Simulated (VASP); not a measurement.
A run of VASP 6.6.1 is set up as follows.

File INCAR:

```
PREC = Accurate
ENCUT = 520
EDIFF = 1E-7
ISMEAR = -1
SIGMA = 0.05
LREAL = False
LASPH = True
NELM = 80
ALGO = Normal
ISIF = 2
LWAVE = False
LCHARG = False
GGA = PE
NBANDS = 12
```

KPOINTS

```
Automatic mesh
0
Gamma
  13 13 13
```

The input POSCAR:

```
As
1.0
    1.8807968987      1.0858785957      3.5140619945
   -1.8807968987      1.0858785957      3.5140619945
    0.0000000000     -2.1717571915      3.5140619945
As
2
Direct
    0.2260000000      0.2260000000      0.2260000000
    0.7740000000      0.7740000000      0.7740000000
```

Potentials or basis: VASP PAW PBE potentials, release 64 (As).

The run is started by

```sh
$ cat potpaw_PBE.64/As/POTCAR > POTCAR
$ mpirun -np 1 vasp_std > vasp.out
```

Estimate the pressure.

4.1 GPa.

Predict the largest force.

0.491 eV/Å.

What does it give for the band gap on the k mesh?

Zero (band 5 reaches 5.70 eV, above the bottom of band 6 at 5.31 eV).

Stress tensor (GPa, compression positive):
```
4.38 0.00 0.00
0.00 4.38 0.00
0.00 0.00 3.55
```
